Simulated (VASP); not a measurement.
# BaTiO3 in VASP: settings compared

The runs below take BaTiO3 through single point, with HSE06, r2SCAN.

All numbers are computed with VASP 6.6.1; they aren't measurements. Logs are shortened: lines on timing, memory, paths and dates and some standing lists are left out, and cuts for length are marked.

## 1. The cell of the first run

Symmetry: P4/mmm, No. 123, tetragonal system. Conventional cell: a = 3.954 Å, b = 3.954 Å, c = 4.024 Å, α = 90.00°, β = 90.00°, γ = 90.00°. Within 3.7 Å of Ba (site symmetry 4/mmm) lie 12 O at 2.80 to 2.82 Å and 8 Ti at 3.44 Å. Within 2.6 Å of Ti (site symmetry 4/mmm) lie 6 O at 1.98 to 2.01 Å. Within 2.9 Å of O (site symmetry 4/mmm) lie 2 Ti at 2.01 Å and 4 Ba at 2.80 Å and 8 O at 2.82 Å. O (site symmetry mmm) has 2 Ti at 1.98 Å within 2.6 Å.

## 2. Single point, HSE06 (epitaxial xy strain -1.0%)

Input file POSCAR:

```
BaTiO3
1.0
    3.9541555552      0.0000000000      0.0000000000
    0.0000000000      3.9541555552      0.0000000000
    0.0000000000      0.0000000000      4.0237923827
Ba Ti O
1 1 3
Direct
    0.0000000000      0.0000000000      0.0000000000
    0.5000000000      0.5000000000      0.5000000000
    0.5000000000      0.5000000000      0.0000000000
    0.5000000000      0.0000000000      0.5000000000
    0.0000000000      0.5000000000      0.5000000000
```

Input file INCAR.step1:

```
PREC = Accurate
ENCUT = 520
EDIFF = 1E-5
ISMEAR = 0
SIGMA = 0.01
LREAL = F
LASPH = T
NELM = 60
ALGO = Normal
ISIF = 2
LWAVE = T
LCHARG = F
NBANDS = 28
GGA = PE
KPAR = 4
```

Input file INCAR.step2:

```
PREC = Accurate
ENCUT = 520
EDIFF = 1E-7
ISMEAR = 0
SIGMA = 0.01
LREAL = F
LASPH = T
NELM = 60
ALGO = Normal
ISIF = 2
LWAVE = F
LCHARG = F
GGA = PE
LHFCALC = T
HFSCREEN = 0.2079
PRECFOCK = Fast
NBANDS = 28
ISTART = 1
KPAR = 4
```

Input file KPOINTS:

```
Automatic mesh
0
Gamma
  4 4 4
```

Potentials or basis: VASP PAW PBE potentials, release 64 (Ba_sv, Ti_sv, O).

Run with:

```sh
> cat potpaw_PBE.64/Ba_sv/POTCAR potpaw_PBE.64/Ti_sv/POTCAR potpaw_PBE.64/O/POTCAR > POTCAR
> cp INCAR.step1 INCAR
> mpirun -np 4 vasp_std > vasp.out
> cp INCAR.step2 INCAR
> mpirun -np 4 vasp_std > vasp.out
```

OUTCAR:

```text
PREC = Accurate
   ENCUT = 520
   EDIFF = 1E-7
   ISMEAR = 0
   LREAL = F
   LASPH = T
   NELM = 60
   ISIF = 2
   GGA = PE
   LHFCALC = T
   HFSCREEN = 0.2079
   PRECFOCK = Fast
   ISTART = 1

 ion  position               nearest neighbor table
   1  0.000  0.000  0.000-   3 2.80   3 2.80   3 2.80   3 2.80   5 2.82   4 2.82   5 2.82   5 2.82
                             5 2.82   4 2.82   4 2.82   4 2.82   2 3.44   2 3.44   2 3.44   2 3.44
   2  0.500  0.500  0.500-   4 1.98   5 1.98   4 1.98   5 1.98   3 2.01   3 2.01   1 3.44   1 3.44
                             1 3.44   1 3.44   1 3.44   1 3.44   1 3.44   1 3.44
   3  0.500  0.500  0.000-   2 2.01   2 2.01   1 2.80   1 2.80   1 2.80   1 2.80
   4  0.500  0.000  0.500-   2 1.98   2 1.98   1 2.82   1 2.82   1 2.82   1 2.82
   5  0.000  0.500  0.500-   2 1.98   2 1.98   1 2.82   1 2.82   1 2.82   1 2.82

  LATTYP: Found a simple tetragonal cell.
 ALAT       =     3.9541555552
 C/A-ratio  =     1.0176110491

  Lattice vectors:

 A1 = (   3.9541555552,   0.0000000000,   0.0000000000)
 A2 = (   0.0000000000,   3.9541555552,   0.0000000000)
 A3 = (   0.0000000000,   0.0000000000,   4.0237923827)

Analysis of symmetry for initial positions (statically):
=====================================================================
 Subroutine PRICEL returns:
 Original cell was already a primitive cell.

 Routine SETGRP: Setting up the symmetry group for a
 simple tetragonal supercell.

 Subroutine GETGRP returns: Found 16 space group operations
 (whereof 16 operations were pure point group operations)
 out of a pool of 16 trial point group operations.

The static configuration has the point symmetry D_4h.

Analysis of symmetry for dynamics (positions and initial velocities):
=====================================================================
 Subroutine PRICEL returns:
 Original cell was already a primitive cell.

 Routine SETGRP: Setting up the symmetry group for a
 simple tetragonal supercell.

 Subroutine GETGRP returns: Found 16 space group operations
 (whereof 16 operations were pure point group operations)
 out of a pool of 16 trial point group operations.

The dynamic configuration has the point symmetry D_4h.

 Subroutine INISYM returns: Found 16 space group operations
 (whereof 16 operations are pure point group operations),
 and found     1 'primitive' translations

----------------------------------------------------------------------------------------

                                     Primitive cell

  volume of cell :      62.9134

  direct lattice vectors                    reciprocal lattice vectors
     3.954155555  0.000000000  0.000000000     0.252898498  0.000000000  0.000000000
     0.000000000  3.954155555  0.000000000     0.000000000  0.252898498  0.000000000
     0.000000000  0.000000000  4.023792383     0.000000000  0.000000000  0.248521769

  length of vectors
     3.954155555  3.954155555  4.023792383     0.252898498  0.252898498  0.248521769

  position of ions in fractional coordinates (direct lattice)
     0.000000000  0.000000000  0.000000000
     0.500000000  0.500000000  0.500000000
     0.500000000  0.500000000  0.000000000
     0.500000000  0.000000000  0.500000000
     0.000000000  0.500000000  0.500000000

  ion indices of the primitive-cell ions
   primitive index   ion index
                 1           1
                 2           2
                 3           3
                 4           4
                 5           5

----------------------------------------------------------------------------------------

 KPOINTS: Automatic mesh

Automatic generation of k-mesh.
 Grid dimensions read from file:
 generate k-points for:    4    4    4

 Generating k-lattice:

  Cartesian coordinates                     Fractional coordinates (reciprocal lattice)
     0.063224624  0.000000000  0.000000000     0.250000000  0.000000000  0.000000000
     0.000000000  0.063224624  0.000000000     0.000000000  0.250000000  0.000000000
     0.000000000  0.000000000  0.062130442     0.000000000  0.000000000  0.250000000

  Length of vectors
     0.063224624  0.063224624  0.062130442

  Shift w.r.t. Gamma in fractional coordinates (k-lattice)
     0.000000000  0.000000000  0.000000000

 Subroutine IBZKPT returns following result:
 ===========================================

 Found     18 irreducible k-points:

 Following reciprocal coordinates:
            Coordinates               Weight
  0.000000  0.000000  0.000000      1.000000
  0.250000  0.000000  0.000000      4.000000
  0.500000  0.000000  0.000000      2.000000
  0.250000  0.250000  0.000000      4.000000
  0.500000  0.250000  0.000000      4.000000
  0.500000  0.500000  0.000000      1.000000
[... 10 lines left out ...]
  0.500000  0.250000  0.500000      4.000000
  0.500000  0.500000  0.500000      1.000000
   k-points           NKPTS =     18   k-points in BZ     NKDIM =     64   number of bands    NBANDS=     28
   number of dos      NEDOS =    301   number of ions     NIONS =      5
   total plane-waves  NPLWV =  27000
   dimension x,y,z NGX =    30 NGY =   30 NGZ =   30
   dimension x,y,z NGXF=    60 NGYF=   60 NGZF=   60
   ions per type =               1   1   3
   NGX,Y,Z   is equivalent  to a cutoff of  12.61, 12.61, 12.39 a.u.
   NGXF,Y,Z  is equivalent  to a cutoff of  25.23, 25.23, 24.79 a.u.
 SYSTEM =  unknown system
   PREC   = accura    normal or accurate (medium, high low for compatibility)
   ISTART =      1    job   : 0-new  1-cont  2-samecut
   ICHARG =      0    charge: 1-file 2-atom 10-const
   ISPIN  =      1    spin polarized calculation?
   LNONCOLLINEAR =      F non collinear calculations
   LSORBIT =      F    spin-orbit coupling
   LASPH  =      T    aspherical Exc in radial PAW
   ENCUT  =  520.0 eV  38.22 Ry    6.18 a.u.   7.35  7.35  7.48*2*pi/ulx,y,z
   NELM   =     60;   NELMIN=  2; NELMDL=  0     # of ELM steps
   EDIFF  = 0.1E-06   stopping-criterion for ELM
   LREAL  =      F    real-space projection
   EDIFFG = 0.1E-05   stopping-criterion for IOM
   NSW    =      0    number of steps for IOM
   IBRION =     -1    ionic relax: 0-MD 1-quasi-New 2-CG
   NFREE  =      0    steps in history (QN), initial steepest desc. (CG)
   ISIF   =      2    stress and relaxation
   ISYM   =      3    0-nonsym 1-usesym 2-fastsym
   POTIM  = 0.5000    time-step for ionic-motion
   TEBEG  =    0.0;   TEEND  =   0.0 temperature during run
   PSTRESS=    0.0 pullay stress
   NELECT =      40.0000    total number of electrons
   NUPDOWN=      -1.0000    fix difference up-down
   EMIN   =  10.00;   EMAX   =-10.00  energy-range for DOS
   EFERMI =   0.00;   METHOD = LEGACY
   ISMEAR =     0;   SIGMA  =   0.01  broadening in eV -4-tet -1-fermi 0-gaus
   EFERMI_NEDOS =   21; number of points for ismear=-14 and -15
   IALGO  =     38    algorithm
   IMIX   =      1    mixing-type and parameters
     AMIX     =   0.40;   BMIX     =  1.00
     AMIX_MAG =   1.60;   BMIX_MAG =  1.00
  volume/ion in A,a.u.               =      12.58        84.91
  Fermi-wavevector in a.u.,A,eV,Ry     =   1.407712  2.660190 26.962026  1.981653
  Thomas-Fermi vector in A             =   2.529943
   LORBIT       =      0    0 simple, 1 ext, 2 COOP (PROOUT), +10 PAW based schemes
   GGA     = PE    functional components
   LHFCALC =     T    Hartree Fock is set to
   PRECFOCK=fast      Normal, Fast or Accurate (Low or Medium for compatibility)
   ENCUT4O =  -1.0   cutoff for four orbital integrals eV
   NKREDX  =     1    reduce k-point grid by
   NKREDY  =     1    reduce k-point grid by
   NKREDZ  =     1    reduce k-point grid by
   AEXX    =    0.2500 exact exchange contribution
   HFSCREEN=    0.2079 screening length (either q_TF or 0.3 A-1)
   HFSCREENC=   0.2079 screening length for correlation (either q_TF or 0.3 A-1)
   ENCUTFOCK=  -1.0 apply spherical cutoff to Coloumb kernel
   IVDW    =     0    specifies the selected vdW correction
   LEPSILON=     F    determine dielectric tensor
   LRPA    =     F    only Hartree local field effects (RPA)
 non-spin polarized calculation
 Gauss-broadening in eV      SIGMA  =   0.01
  energy-cutoff  :      520.00
  volume of cell :       62.91
 maximum number of plane-waves:      1743
 NGX is ok and might be reduce to    30
  NGX = 16; NGY = 16; NGZ = 16

 number of electron      39.9999983 magnetization

 Free energy of the ion-electron system (eV)
  ---------------------------------------------------
  ext. energy  EPLUGINS =         0.00000000
  ---------------------------------------------------
  free energy    TOTEN  =       -48.36711685 eV

  energy without entropy =      -48.36711685  energy(sigma->0) =      -48.36711685

 E-fermi :   3.0965     XC(G=0):  -9.3347

 val. band max:        2.9674830927   @ k =   0.5000   0.5000   0.5000
 cond. band min:       6.1102938235   @ k =   0.0000   0.0000   0.0000
 fundamental gap:      3.1428107309
 Fermi energy:         3.0964681956

 k-point     1 :       0.0000    0.0000    0.0000
  band No.  band energies     occupation
      1     -58.0324      2.00000
      2     -32.5897      2.00000
      3     -32.5897      2.00000
      4     -32.5769      2.00000
      5     -23.1468      2.00000
      6     -15.6242      2.00000
[... 20 lines left out ...]
     27       9.6590      0.00000
     28      12.1979      0.00000

 k-point     2 :       0.2500    0.0000    0.0000
  band No.  band energies     occupation
      1     -58.0319      2.00000
      2     -32.6208      2.00000
      3     -32.5876      2.00000
      4     -32.5748      2.00000
      5     -23.0652      2.00000
      6     -15.6859      2.00000
[... 20 lines left out ...]
     27      10.8228      0.00000
     28      13.1020      0.00000

 k-point     3 :       0.5000    0.0000    0.0000
  band No.  band energies     occupation
      1     -58.0313      2.00000
      2     -32.6518      2.00000
      3     -32.5856      2.00000
      4     -32.5727      2.00000
      5     -22.9804      2.00000
      6     -15.8621      2.00000
[... 430 lines left out ...]
      3     -32.6181      2.00000
      4     -32.6124      2.00000
      5     -22.8494      2.00000
      6     -15.0001      2.00000
[... 20 lines left out ...]
     27      12.7725      0.00000
     28      12.9196      0.00000

 k-point    18 :       0.5000    0.5000    0.5000
  band No.  band energies     occupation
      1     -58.0294      2.00000
      2     -32.6425      2.00000
      3     -32.6425      2.00000
      4     -32.6157      2.00000
      5     -22.8060      2.00000
      6     -14.6468      2.00000
[... 20 lines left out ...]
     27      12.5024      0.00000
     28      12.7974      0.00000

------------------------ aborting loop because EDIFF is reached ----------------------------------------

  FORCE on cell =-STRESS in cart. coord.  units (eV):
  Direction    XX          YY          ZZ          XY          YZ          ZX
  --------------------------------------------------------------------------------------
  -------------------------------------------------------------------------------------
  Total        1.2070627      1.2070627     -0.1927112      0.0000000     -0.0000000      0.0000000
  in kB       30.7395380     30.7395380     -4.9076607      0.0000000     -0.0000000      0.0000000
  external PRESSURE =      18.8571384 kB  Pullay stress =       0.0000000 kB

 VOLUME and BASIS-vectors are now :
 -----------------------------------------------------------------------------
  energy-cutoff  :      520.00
  volume of cell :       62.91
      direct lattice vectors                 reciprocal lattice vectors
     3.954155555  0.000000000  0.000000000     0.252898498  0.000000000  0.000000000
     0.000000000  3.954155555  0.000000000     0.000000000  0.252898498  0.000000000
     0.000000000  0.000000000  4.023792383     0.000000000  0.000000000  0.248521769

 POSITION                                       TOTAL-FORCE (eV/Angst)
 -----------------------------------------------------------------------------------
      0.00000      0.00000      0.00000         0.000000      0.000000      0.000000
      1.97708      1.97708      2.01190         0.000000      0.000000      0.000000
      1.97708      1.97708      0.00000         0.000000      0.000000      0.000000
      1.97708      0.00000      2.01190         0.000000      0.000000      0.000000
      0.00000      1.97708      2.01190         0.000000      0.000000      0.000000
 -----------------------------------------------------------------------------------
    total drift:                               -0.000000     -0.000000      0.000000

  FREE ENERGIE OF THE ION-ELECTRON SYSTEM (eV)
  ---------------------------------------------------
  free  energy   TOTEN  =       -48.3671168529 eV

  energy  without entropy=      -48.3671168529  energy(sigma->0) =      -48.36711685
```

Run time: 10 min. Hardware: 4 MPI ranks of AMD EPYC 7R13 (Zen 3), shared host; peak memory 0.27 GiB.

Results:

```
Free energy            : -48.3671 eV
Pressure               : 1.9 GPa
Band gap on the k mesh : 3.14 eV (least direct gap 3.27 eV)
```

Stress tensor (GPa, compression positive):
```
 3.07  0.00  0.00
 0.00  3.07  0.00
 0.00  0.00 -0.49
```

Caveat: the cell differs from its parent crystal (epitaxial xy strain -1.0%); the PAW data sets were made with another functional, which shifts forces and pressure a little; spin-orbit coupling is left out, which moves the levels of the heavy elements.

## 3. Single point, HSE06

This run uses another cell than the first one, of 12.74 Å³/atom.

POSCAR, as its differences from that of step 2:

```diff
@@ -2,5 +2,5 @@
 1.0
-    3.9541555552      0.0000000000      0.0000000000
-    0.0000000000      3.9541555552      0.0000000000
-    0.0000000000      0.0000000000      4.0237923827
+    3.9940965204      0.0000000000      0.0000000000
+    0.0000000000      3.9940965204      0.0000000000
+    0.0000000000      0.0000000000      3.9940965204
 Ba Ti O
```

Input file INCAR.step1:

```
SYSTEM = BaTiO3
PREC     = Accurate       ! precision mode
ENCUT    = 520            ! plane-wave cutoff, eV
EDIFF    = 1E-5           ! SCF threshold, eV
ISMEAR   = 0              ! smearing method
SIGMA    = 0.01           ! smearing width, eV
LREAL    = .FALSE.        ! projectors in reciprocal space
LASPH    = .TRUE.         ! aspherical terms in the spheres
NELM     = 80             ! most SCF steps
ALGO     = Normal         ! electronic algorithm
ISIF     = 2              ! what is computed and relaxed
LWAVE    = .TRUE.         ! write WAVECAR
NBANDS   = 28             ! bands
GGA      = PE             ! functional
```

Input file INCAR.step2:

```
SYSTEM = BaTiO3
PREC     = Accurate       ! precision mode
ENCUT    = 520            ! plane-wave cutoff, eV
EDIFF    = 1E-6           ! SCF threshold, eV
ISMEAR   = 0              ! smearing method
SIGMA    = 0.01           ! smearing width, eV
LREAL    = .FALSE.        ! projectors in reciprocal space
LASPH    = .TRUE.         ! aspherical terms in the spheres
NELM     = 80             ! most SCF steps
ALGO     = Normal         ! electronic algorithm
ISIF     = 2              ! what is computed and relaxed
LWAVE    = .FALSE.        ! write WAVECAR
LCHARG   = .TRUE.         ! write CHGCAR
GGA      = PE             ! functional
LHFCALC  = .TRUE.         ! exact exchange
HFSCREEN = 0.2079         ! screening, 1/A
PRECFOCK = Fast         
LELF     = .TRUE.         ! ELF
LVHAR    = .TRUE.       
NBANDS   = 28             ! bands
ISTART   = 1
```

Input file KPOINTS:

```
Automatic mesh
0
G
  4 4 4
  0 0 0
```

Potentials or basis: VASP PAW PBE potentials, release 64 (Ba_sv, Ti_sv, O).

Run with:

```sh
> cat potpaw_PBE.64/Ba_sv/POTCAR potpaw_PBE.64/Ti_sv/POTCAR potpaw_PBE.64/O/POTCAR > POTCAR
> cp INCAR.step1 INCAR
> mpirun -np 1 vasp_std > vasp.out
> cp INCAR.step2 INCAR
> mpirun -np 1 vasp_std > vasp.out
```

Run time: 41 min. Hardware: 1 thread of Oxide Virtual Turin-like, shared host; peak memory 0.26 GiB.

The run converged. Its results:

```yaml
Free_energy: -48.3793 eV
Pressure: -0.6 GPa
Band_gap_on_the_k_mesh: 3.14 eV (least direct gap 3.26 eV)
```

Levels at points of the mesh, in eV from the valence-band top:
```csv
k point,band 16,band 17,band 18,band 19,band 20,band 21,band 22,band 23,band 24,band 25
"(0.00, 0.00, 0.00)",-1.19,-1.19,-0.12,-0.12,-0.12,3.14,3.14,3.14,5.29,5.29
"(0.50, 0.00, 0.00)",-2.02,-1.93,-1.93,-0.76,-0.76,3.32,5.08,5.08,5.30,7.54
"(0.50, 0.50, 0.00)",-2.88,-1.92,-0.92,-0.92,-0.09,5.10,5.10,5.62,6.25,9.55
"(0.50, 0.50, 0.50)",-2.53,-2.53,0.00,0.00,0.00,5.89,5.89,5.89,8.36,8.36
```

Caveat: the PAW data sets were made with another functional, which shifts forces and pressure a little; spin-orbit coupling is left out, which moves the levels of the heavy elements. A k mesh can miss the band edges.

(Part 1 of 2 ends here.)
